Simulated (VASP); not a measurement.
A run of VASP 6.6.1:

File INCAR:

```
SYSTEM = SrNb
  PREC = Accurate
  ENCUT = 520
  EDIFF = 1E-6
  ISMEAR = 0
  SIGMA = 0.1
  LREAL = .False.
  LASPH = .True.
  NELM = 100
  ALGO = Fast
  ISIF = 2
  LWAVE = .False.
  LCHARG = .False.
  GGA = PE
  NBANDS = 31
```

KPOINTS

```
Automatic mesh
0
Gamma
  8 10 4
  0 0 0
```

Contents of POSCAR:

```
SrNb
1.0
    4.5842725768      0.0000000000      0.0000000000
    0.0000000000      3.4256348143      0.0000000000
    0.0000000000      0.0000000000      8.4546790501
Sr Nb
2 2
Direct
    0.7500000000      0.0000000000      0.7023184722
    0.2500000000      0.0000000000      0.2976815278
    0.2500000000      0.5000000000      0.9478363062
    0.7500000000      0.5000000000      0.0521636938
```

Potentials or basis: VASP PAW PBE potentials, release 64 (Sr_sv, Nb_sv).

Command:

```sh
$ cat potpaw_PBE.64/Sr_sv/POTCAR potpaw_PBE.64/Nb_sv/POTCAR > POTCAR
$ mpirun -np 1 vasp_std > vasp.out
```

Hardware: 1 thread of AMD EPYC 9R45 96-Core Processor (Zen 5), with other jobs on the host.

**Question.** Estimate the wall time of this run.

**Answer.** Wall time 13 min on 1 thread of AMD EPYC 9R45 96-Core Processor (Zen 5) (shared host), peak memory 0.44 GiB. Counts: scf iterations 53, k points 90.
